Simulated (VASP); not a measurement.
Ta:

```
CELL_PARAMETERS angstrom
2.90037 0.00000 0.00000
-1.45019 2.51180 0.00000
0.00000 0.00000 5.16627
ATOMIC_POSITIONS crystal
Ta 0.66667 0.33333 0.75000
Ta 0.33333 0.66667 0.25000
```

```yaml
Program: VASP 6.6.1
Task: relaxation of cell and atoms
Functional: PBEsol
Potentials_or_basis: VASP PAW PBE potentials, release 64 (Ta_pv)
Cutoff: 600 eV
k_mesh: 11 × 11 × 6
Occupations: gaussian, width 0.1 eV
Spin: no spin polarisation
```

At the start: pressure -7.1 GPa; volume 18.82 Å³/atom.

**Question.** Where does the relaxation end?

**Answer.** Over 9 steps the energy falls by 15.7 meV/atom and the volume is 18.13 Å³/atom (-3.6 %); space group P6_3/mmc (No. 194, to 0.05 Å).

Step by step:
```csv
step,energy change (eV),largest force (eV/Å),pressure (GPa),volume (Å³)
1,0.0000,0.0000,-7.10,37.64
2,0.1518,0.0000,20.91,33.28
3,-0.0312,0.0000,-0.26,36.31
4,-0.0312,0.0000,-0.02,36.27
5,-0.0312,0.0000,0.13,36.25
6,-0.0313,0.0000,-0.29,36.31
7,-0.0313,0.0000,-0.12,36.28
8,-0.0313,0.0000,0.06,36.25
9,-0.0313,0.0000,0.00,36.27
```

Final structure:
```
Ta
1.0
     2.86538    0.00000    0.00000
    -1.43269    2.48150    0.00000
     0.00000    0.00000    5.10052
Ta
2
Direct
  0.66667 0.33333 0.75000
  0.33333 0.66667 0.25000
```

Caveat: the PAW data sets were made with another functional, which shifts forces and pressure a little.
